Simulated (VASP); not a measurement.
Input of a VASP 6.6.1 run:

INCAR

```
SYSTEM = La4H
PREC = Accurate
ENCUT = 600
EDIFF = 1E-7
ISMEAR = 0
SIGMA = 0.1
LREAL = .FALSE.
LASPH = .TRUE.
NELM = 100
ALGO = Normal
ISIF = 3
LWAVE = .FALSE.
LCHARG = .FALSE.
GGA = PE
IBRION = 2
NSW = 100
EDIFFG = -0.01
```

File KPOINTS:

```
Automatic mesh
0
G
  6 6 6
  0 0 0
```

Contents of POSCAR:

```
La4H
1.0
    5.9485410056      0.0000000000      0.0000000000
    0.0000000000      5.9485410056      0.0000000000
    0.0000000000      0.0000000000      5.9485410056
La H
4 1
Direct
    0.5000000000      0.5000000000      0.5000000000
    0.0000000000      0.5000000000      0.5000000000
    0.5000000000      0.0000000000      0.5000000000
    0.5000000000      0.5000000000      0.0000000000
    0.0000000000      0.0000000000      0.0000000000
```

Potentials or basis: VASP PAW PBE potentials, release 64 (La, H).

Run with:

```sh
$ cat potpaw_PBE.64/La/POTCAR potpaw_PBE.64/H/POTCAR > POTCAR
$ mpirun -np 1 vasp_std > vasp.out
```

(1) What does it give for the space group after relaxing (to 0.1 Å)?

(2) Predict the relaxed volume.

Answers

(1) Pm-3m (No. 221).

(2) 42.51 Å³/atom.
